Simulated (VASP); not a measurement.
W: single point with revPBE

W:

```xyz
1
Lattice="-1.5754 1.5754 1.5754 1.5754 -1.5754 1.5754 1.5754 1.5754 -1.5754" Properties=species:S:1:pos:R:3 pbc="T T T"
W     0.0000    0.0000    0.0000
```

This cell differs from its parent crystal: volume scaled by 0.96.

| Item | Value |
| --- | --- |
| Program | VASP 6.6.1 |
| Task | single point |
| Functional | revPBE |
| Potentials or basis | VASP PAW PBE potentials, release 64 (W_sv) |
| Cutoff | 520 eV |
| k mesh | 23 × 23 × 23 |
| Occupations | fermi-dirac, width 0.1 eV |
| Spin | no spin polarisation |
| Dipole correction | no |
| Further INCAR settings | ALGO = Normal; EDIFF = 1e-06; NBANDS = 13 |

| Quantity | Value |
| --- | --- |
| Pressure | 13.5 GPa |
| Band gap on the k mesh | zero (band 7 reaches 16.72 eV, above the bottom of band 8 at 10.45 eV) |

Levels at points of the mesh, in eV from the Fermi level:
```
           k point  band 4  band 5  band 6  band 7  band 8  band 9  band 10  band 11
(0.00, 0.00, 0.00)  -37.72   -9.71   -1.24   -1.24   -1.24    2.31     2.31    14.53
```

It took 80 s on 1 thread of AMD EPYC 7R13, with other jobs on the host, peak memory 0.15 GiB.

Caveat: the PAW data sets were made with another functional, which shifts forces and pressure a little; spin-orbit coupling is left out, which moves the levels of the heavy elements.
